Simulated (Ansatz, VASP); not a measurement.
Two plane-wave programs on LiRh

```
CELL_PARAMETERS angstrom
2.60246 0.00000 0.00000
-1.30123 2.25380 0.00000
0.00000 0.00000 4.25788
ATOMIC_POSITIONS crystal
Li 0.00000 0.00000 0.50000
Rh 0.66667 0.33333 0.00000
```

Alike in both runs: functional LDA; k mesh 18 × 18 × 10; occupations fermi-dirac, width 0.05 eV; collinear spin.

Ansatz relaxed the structure, and its values are those at the end. VASP's run is a single point on that final structure, the one shown.

```csv
,VASP,Ansatz
version,VASP 6.6.1,Ansatz 0.2.0
potentials or method,"VASP PAW LDA potentials, release 64 (Li_sv, Rh_pv)","PAW with Ansatz's default frozen-core files, scalar-relativistic"
plane-wave cutoff (eV),520,420
valence electrons in the cell,18,20
```

|  | VASP | Ansatz | Ansatz less VASP |
| --- | --- | --- | --- |
| net moment per atom (μB) | 0.00 | 0.00 | 0.000 |

LDA's correlation is that of Perdew and Zunger in VASP and of Perdew and Wang (1992) in Ansatz. VASP's potentials hold 18 valence electrons a cell and Ansatz's 20, so a difference there can come from the potentials and not from the codes. Ansatz's warnings: seeded moment not kept.

Noted on VASP's run: the cutoff is short for stress, so the pressure is rough.
